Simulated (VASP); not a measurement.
# Sr (I4_1/amd) in VASP: notebook

Sr is run at these levels: LDA; tasks: single point.

Everything below comes from runs of VASP 6.6.1. Logs are shortened: lines on timing, memory, paths and dates and some standing lists are left out, and cuts for length are marked.

### Step 1. The cell of the first run

Symmetry: I4_1/amd, No. 141, tetragonal system. The conventional cell has a = 7.049 Å, b = 7.049 Å, c = 3.799 Å, α = 90.00°, β = 90.00°, γ = 90.00°. Sr (site symmetry -4m2) has 10 Sr at 3.65 to 4.53 Å within 4.8 Å.

### Step 2. Single point, LDA

INCAR

```
SYSTEM = Sr
PREC = Accurate
ENCUT = 520
EDIFF = 1E-7
ISMEAR = -1
SIGMA = 0.1
LREAL = .FALSE.
LASPH = .TRUE.
NELM = 100
ALGO = Normal
ISIF = 2
LWAVE = .FALSE.
LCHARG = .TRUE.
GGA = CA
LELF = .TRUE.
LVHAR = .TRUE.
NBANDS = 17
```

KPOINTS

```
regular mesh
0
G
  11 11 11
  0 0 0
```

POSCAR

```
Sr
1.0
   -3.5244886551      3.5244886551      1.8995085201
    3.5244886551     -3.5244886551      1.8995085201
    3.5244886551      3.5244886551     -1.8995085201
Sr
2
Direct
   -0.3750000000     -0.1250000000     -0.2500000000
    0.3750000000      0.1250000000      0.2500000000
```

Potentials or basis: VASP PAW LDA potentials, release 64 (Sr_sv).

Run with:

```
$ cat potpaw_LDA.64/Sr_sv/POTCAR > POTCAR
$ mpirun -np 1 vasp_std > vasp.out
```

OUTCAR:

```text
SYSTEM = Sr
   PREC = Accurate
   ENCUT = 520
   EDIFF = 1E-7
   ISMEAR = -1
   LREAL = .FALSE.
   LASPH = .TRUE.
   NELM = 100
   ISIF = 2
   GGA = CA

 ion  position               nearest neighbor table
   1  0.625  0.875  0.750-   2 3.65   2 3.65   2 3.65   2 3.65   2 4.53   2 4.53   2 4.53   2 4.53

   2  0.375  0.125  0.250-   1 3.65   1 3.65   1 3.65   1 3.65   1 4.53   1 4.53   1 4.53   1 4.53

  LATTYP: Found a body centered tetragonal cell.
 ALAT       =     7.0489773102
 C/A-ratio  =     0.5389458460

  Lattice vectors:

 A1 = (  -3.5244886551,   3.5244886551,   1.8995085201)
 A2 = (   3.5244886551,  -3.5244886551,   1.8995085201)
 A3 = (   3.5244886551,   3.5244886551,  -1.8995085201)

Analysis of symmetry for initial positions (statically):
=====================================================================
 Subroutine PRICEL returns:
 Original cell was already a primitive cell.

 Routine SETGRP: Setting up the symmetry group for a
 body centered tetragonal supercell.

 Subroutine GETGRP returns: Found 16 space group operations
 (whereof  4 operations were pure point group operations)
 out of a pool of 16 trial point group operations.

The static configuration has the point symmetry C_2h.
 The point group associated with its full space group is D_4h.

Analysis of symmetry for dynamics (positions and initial velocities):
=====================================================================
 Subroutine PRICEL returns:
 Original cell was already a primitive cell.

 Routine SETGRP: Setting up the symmetry group for a
 body centered tetragonal supercell.

 Subroutine GETGRP returns: Found 16 space group operations
 (whereof  4 operations were pure point group operations)
 out of a pool of 16 trial point group operations.

The dynamic configuration has the point symmetry C_2h.
 The point group associated with its full space group is D_4h.

 Subroutine INISYM returns: Found 16 space group operations
 (whereof  4 operations are pure point group operations),
 and found     1 'primitive' translations

----------------------------------------------------------------------------------------

                                     Primitive cell

  volume of cell :      94.3829

  direct lattice vectors                    reciprocal lattice vectors
    -3.524488655  3.524488655  1.899508520     0.000000000  0.141864551  0.263225984
     3.524488655 -3.524488655  1.899508520     0.141864551  0.000000000  0.263225984
     3.524488655  3.524488655 -1.899508520     0.141864551  0.141864551  0.000000000

  length of vectors
     5.334057853  5.334057853  5.334057853     0.299020851  0.299020851  0.200626772

  position of ions in fractional coordinates (direct lattice)
     0.625000000  0.875000000  0.750000000
     0.375000000  0.125000000  0.250000000

  ion indices of the primitive-cell ions
   primitive index   ion index
                 1           1
                 2           2

----------------------------------------------------------------------------------------

 KPOINTS: regular mesh

Automatic generation of k-mesh.
 Grid dimensions read from file:
 generate k-points for:   11   11   11

 Generating k-lattice:

  Cartesian coordinates                     Fractional coordinates (reciprocal lattice)
     0.000000000  0.012896777  0.023929635     0.090909091 -0.000000000  0.000000000
     0.012896777  0.000000000  0.023929635    -0.000000000  0.090909091  0.000000000
     0.012896777  0.012896777  0.000000000     0.000000000  0.000000000  0.090909091

  Length of vectors
     0.027183714  0.027183714  0.018238797

  Shift w.r.t. Gamma in fractional coordinates (k-lattice)
     0.000000000  0.000000000  0.000000000

 Subroutine IBZKPT returns following result:
 ===========================================

 Found    126 irreducible k-points:

 Following reciprocal coordinates:
            Coordinates               Weight
  0.000000  0.000000  0.000000      1.000000
  0.090909  0.000000  0.000000      8.000000
  0.181818  0.000000 -0.000000      8.000000
  0.272727  0.000000  0.000000      8.000000
  0.363636  0.000000  0.000000      8.000000
  0.454545  0.000000 -0.000000      8.000000
[... 16 lines left out ...]
 -0.272727  0.181818 -0.000000     16.000000
 -0.181818  0.181818  0.000000      4.000000
 [... further k-points ...]
   k-points           NKPTS =    126   k-points in BZ     NKDIM =    126   number of bands    NBANDS=     17
   number of dos      NEDOS =    301   number of ions     NIONS =      2
   total plane-waves  NPLWV =  64000
   dimension x,y,z NGX =    40 NGY =   40 NGZ =   40
   dimension x,y,z NGXF=    80 NGYF=   80 NGZF=   80
   ions per type =               2
   NGX,Y,Z   is equivalent  to a cutoff of  12.47, 12.47, 12.47 a.u.
   NGXF,Y,Z  is equivalent  to a cutoff of  24.93, 24.93, 24.93 a.u.
 SYSTEM =  Sr
   PREC   = accura    normal or accurate (medium, high low for compatibility)
   ISTART =      0    job   : 0-new  1-cont  2-samecut
   ICHARG =      2    charge: 1-file 2-atom 10-const
   ISPIN  =      1    spin polarized calculation?
   LNONCOLLINEAR =      F non collinear calculations
   LSORBIT =      F    spin-orbit coupling
   LASPH  =      T    aspherical Exc in radial PAW
   ENCUT  =  520.0 eV  38.22 Ry    6.18 a.u.   9.92  9.92  9.92*2*pi/ulx,y,z
   NELM   =    100;   NELMIN=  2; NELMDL= -5     # of ELM steps
   EDIFF  = 0.1E-06   stopping-criterion for ELM
   LREAL  =      F    real-space projection
   EDIFFG = 0.1E-05   stopping-criterion for IOM
   NSW    =      0    number of steps for IOM
   IBRION =     -1    ionic relax: 0-MD 1-quasi-New 2-CG
   NFREE  =      0    steps in history (QN), initial steepest desc. (CG)
   ISIF   =      2    stress and relaxation
   ISYM   =      2    0-nonsym 1-usesym 2-fastsym
   POTIM  = 0.5000    time-step for ionic-motion
   TEBEG  =    0.0;   TEEND  =   0.0 temperature during run
   PSTRESS=    0.0 pullay stress
   NELECT =      20.0000    total number of electrons
   NUPDOWN=      -1.0000    fix difference up-down
   EMIN   =  10.00;   EMAX   =-10.00  energy-range for DOS
   EFERMI =   0.00;   METHOD = LEGACY
   ISMEAR =    -1;   SIGMA  =   0.10  broadening in eV -4-tet -1-fermi 0-gaus
   EFERMI_NEDOS =   21; number of points for ismear=-14 and -15
   IALGO  =     38    algorithm
   IMIX   =      4    mixing-type and parameters
     AMIX     =   0.40;   BMIX     =  1.00
     AMIX_MAG =   1.60;   BMIX_MAG =  1.00
  volume/ion in A,a.u.               =      47.19       318.46
  Fermi-wavevector in a.u.,A,eV,Ry     =   0.976009  1.844389 12.960813  0.952593
  Thomas-Fermi vector in A             =   2.106593
   LORBIT       =      0    0 simple, 1 ext, 2 COOP (PROOUT), +10 PAW based schemes
   GGA     = CA    functional components
   LHFCALC =     F    Hartree Fock is set to
   AEXX    =    0.0000 exact exchange contribution
   IVDW    =     0    specifies the selected vdW correction
   LEPSILON=     F    determine dielectric tensor
   LRPA    =     F    only Hartree local field effects (RPA)
 non-spin polarized calculation
  energy-cutoff  :      520.00
  volume of cell :       94.38
 maximum number of plane-waves:      2591
   NGX = 19   NGY = 19   NGZ = 19

 number of electron      20.0000001 magnetization

 Free energy of the ion-electron system (eV)
  ---------------------------------------------------
  ext. energy  EPLUGINS =         0.00000000
  ---------------------------------------------------
  free energy    TOTEN  =        -3.34102574 eV

  energy without entropy =       -3.25543815  energy(sigma->0) =       -3.29823195

 E-fermi :   1.7946     XC(G=0):  -8.0419

 val. band max:        1.7917870094   @ k =  -0.2727   0.4545   0.2727
 cond. band min:       1.7961799738   @ k =   0.2727   0.2727   0.1818
 fundamental gap:      0.0043929644
 Fermi energy:         1.7945884028

 k-point     1 :       0.0000    0.0000    0.0000
  band No.  band energies     occupation
      1     -34.4333      2.00000
      2     -34.3580      2.00000
      3     -16.7102      2.00000
      4     -16.7102      2.00000
      5     -16.3484      2.00000
      6     -16.3432      2.00000
[... 9 lines left out ...]
     16       5.7206      0.00000
     17       5.7324      0.00000

 k-point     2 :       0.0909    0.0000    0.0000
  band No.  band energies     occupation
      1     -34.4302      2.00000
      2     -34.3575      2.00000
      3     -16.7076      2.00000
      4     -16.6984      2.00000
      5     -16.3774      2.00000
      6     -16.3713      2.00000
[... 9 lines left out ...]
     16       5.4280      0.00000
     17       5.5242      0.00000

 k-point     3 :       0.1818    0.0000   -0.0000
  band No.  band energies     occupation
      1     -34.4218      2.00000
      2     -34.3564      2.00000
      3     -16.7006      2.00000
      4     -16.6679      2.00000
      5     -16.4536      2.00000
      6     -16.4394      2.00000
[... 9 lines left out ...]
     16       4.8580      0.00000
     17       5.1805      0.00000

 k-point     4 :       0.2727    0.0000    0.0000
  band No.  band energies     occupation
      1     -34.4102      2.00000
      2     -34.3555      2.00000
      3     -16.6914      2.00000
      4     -16.6405      2.00000
      5     -16.5492      2.00000
      6     -16.5107      2.00000
[... 9 lines left out ...]
     16       4.8068      0.00000
     17       4.8589      0.00000
[... 343 lines left out ...]
      1     -34.4114      2.00000
      2     -34.3667      2.00000
      3     -16.6852      2.00000
      4     -16.5987      2.00000
      5     -16.4980      2.00000
      6     -16.4283      2.00000
[... 9 lines left out ...]
     16       4.8808      0.00000
     17       5.2829      0.00000

 k-point    23 :      -0.2727    0.1818   -0.0000
  band No.  band energies     occupation
      1     -34.4216      2.00000
      2     -34.3660      2.00000
      3     -16.6870      2.00000
      4     -16.6444      2.00000
      5     -16.4269      2.00000
      6     -16.3755      2.00000
[... 9 lines left out ...]
     16       5.3038      0.00000
     17       5.4190      0.00000

 k-point    24 :      -0.1818    0.1818    0.0000
  band No.  band energies     occupation
      1     -34.4273      2.00000
      2     -34.3639      2.00000
      3     -16.6846      2.00000
      4     -16.6838      2.00000
      5     -16.3864      2.00000
      6     -16.3530      2.00000
[... 9 lines left out ...]
     16       5.7860      0.00000
     17       5.9056      0.00000

 [... further k-points ...]
[... 5 lines left out ...]
  --------------------------------------------------------------------------------------
  -------------------------------------------------------------------------------------
  Total        0.0658995      0.0658995      0.0718255      0.0000000      0.0000000      0.0000000
  in kB        1.1186627      1.1186627      1.2192584      0.0000000      0.0000000      0.0000000
  external PRESSURE =       1.1521946 kB  Pullay stress =       0.0000000 kB

 VOLUME and BASIS-vectors are now :
 -----------------------------------------------------------------------------
  energy-cutoff  :      520.00
  volume of cell :       94.38
      direct lattice vectors                 reciprocal lattice vectors
    -3.524488655  3.524488655  1.899508520     0.000000000  0.141864551  0.263225984
     3.524488655 -3.524488655  1.899508520     0.141864551  0.000000000  0.263225984
     3.524488655  3.524488655 -1.899508520     0.141864551  0.141864551  0.000000000

 POSITION                                       TOTAL-FORCE (eV/Angst)
 -----------------------------------------------------------------------------------
      3.52449      1.76224      1.42463         0.000000     -0.000000      0.000000
      0.00000      1.76224      0.47488        -0.000000      0.000000     -0.000000
 -----------------------------------------------------------------------------------
    total drift:                               -0.000000     -0.000000      0.000000

  FREE ENERGIE OF THE ION-ELECTRON SYSTEM (eV)
  ---------------------------------------------------
  free  energy   TOTEN  =        -3.3410257423 eV

  energy  without entropy=       -3.2554381542  energy(sigma->0) =       -3.29823195
```

Wall time 3.2 min (1 thread of Intel Xeon 6975P-C, shared host); peak memory 0.32 GiB.

What came out:

| Quantity | Value |
| --- | --- |
| Free energy | -3.3410 eV |
| Pressure | 0.1 GPa |
| Band gap on the k mesh | zero (band 10 reaches 2.24 eV, above the bottom of band 11 at 1.66 eV) |

### Step 3. Single point, LDA

INCAR

```
  PREC = Accurate
  ENCUT = 520
  EDIFF = 1E-6
  ISMEAR = -1
  SIGMA = 0.1
  LREAL = False
  LASPH = True
  NELM = 100
  ALGO = Normal
  ISIF = 2
  LWAVE = False
  LCHARG = True
  LELF = True
  LVHAR = True
  NBANDS = 17
```

KPOINTS

```
regular mesh
0
Gamma
  11 11 11
```

POSCAR is that of step 2.

Potentials or basis: VASP PAW LDA potentials, release 64 (Sr_sv).

Run with:

```
$ cat potpaw_LDA.64/Sr_sv/POTCAR > POTCAR
$ mpirun -np 1 vasp_std > vasp.out
```

Wall time 3.5 min (1 thread of Intel Xeon 6975P-C, shared host); peak memory 0.32 GiB.

Results (log left out):

- Free energy: -3.3410 eV
- Pressure: 0.1 GPa
- Band gap on the k mesh: zero (band 10 reaches 2.24 eV, above the bottom of band 11 at 1.66 eV)

Levels at points of the mesh, in eV from the Fermi level:
| k point | band 7 | band 8 | band 9 | band 10 | band 11 | band 12 | band 13 | band 14 |
| --- | --- | --- | --- | --- | --- | --- | --- | --- |
| (0.00, 0.00, 0.00) | -18.11 | -18.11 | -3.66 | -0.58 | 0.62 | 0.99 | 1.68 | 3.23 |
